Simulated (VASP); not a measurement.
A run of VASP 6.6.1 is set up as follows.

INCAR

```
PREC = Accurate ; ENCUT = 520
EDIFF = 1E-7 ; ISMEAR = -1
SIGMA = 0.05 ; LREAL = False
LASPH = True ; NELM = 80
ALGO = Normal ; ISIF = 2
LWAVE = False ; LCHARG = False
GGA = PE ; NBANDS = 22
```

File KPOINTS:

```
regular mesh
0
Gamma
  6 6 6
```

The input POSCAR:

```
GaSb3
1.0
    0.0000000000      3.7796874061      3.7796874061
    3.7796874061      0.0000000000      3.7796874061
    3.7796874061      3.7796874061      0.0000000000
Sb Ga
3 1
Direct
    0.5000000000      0.5000000000      0.5000000000
    0.7500000000      0.7500000000      0.7500000000
    0.2500000000      0.2500000000      0.2500000000
    0.0000000000      0.0000000000      0.0000000000
```

Potentials or basis: VASP PAW PBE potentials, release 64 (Sb, Ga_d).

Run with:

```bash
$ cat potpaw_PBE.64/Sb/POTCAR potpaw_PBE.64/Ga_d/POTCAR > POTCAR
$ mpirun -np 1 vasp_std > vasp.out
```

(1) What does it give for the pressure?

(2) Estimate the band gap on the k mesh.

Results:

(1) -2.3 GPa.

(2) zero (band 14 reaches 8.21 eV, above the bottom of band 15 at 4.73 eV).

Caveat: spin-orbit coupling is left out, which moves the levels of the heavy elements.
